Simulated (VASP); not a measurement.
Here is a VASP 6.6.1 calculation.

INCAR

```
  ALGO = Fast
  EDIFF = 1E-7
  ENCUT = 520
  GGA = CA
  ISIF = 2
  ISMEAR = 0
  ISPIN = 2
  LASPH = T
  LCHARG = F
  LMAXMIX = 4
  LORBIT = 11
  LREAL = F
  LWAVE = F
  MAGMOM = 1.49 0 0 0
  NBANDS = 38
  NELM = 150
  PREC = Accurate
  SIGMA = 0.1
```

File KPOINTS:

```
k-points
0
Gamma
  18 18 6
```

File POSCAR:

```
CoRu3
1.0
    2.6932999338      0.0000000000      0.0000000000
   -1.3466499669      2.3324661627      0.0000000000
    0.0000000000      0.0000000000      8.3680724333
Co Ru
1 3
Direct
    0.6666666667      0.3333333333      0.5000000000
    0.3333333333      0.6666666667      0.7449560980
    0.3333333333      0.6666666667      0.2550439020
    0.6666666667      0.3333333333      0.0000000000
```

Potentials or basis: VASP PAW LDA potentials, release 64 (Co, Ru_pv).

Launch:

```bash
$ cat potpaw_LDA.64/Co/POTCAR potpaw_LDA.64/Ru_pv/POTCAR > POTCAR
$ mpirun -np 1 vasp_std > vasp.out
```

(1) Estimate the net moment.

(2) Estimate the pressure.

(3) Estimate the largest force.

## Answers

(1) 1.05 μB per cell.

(2) -16.5 GPa.

(3) 0.053 eV/Å.

Caveat: the cell stands under tension.
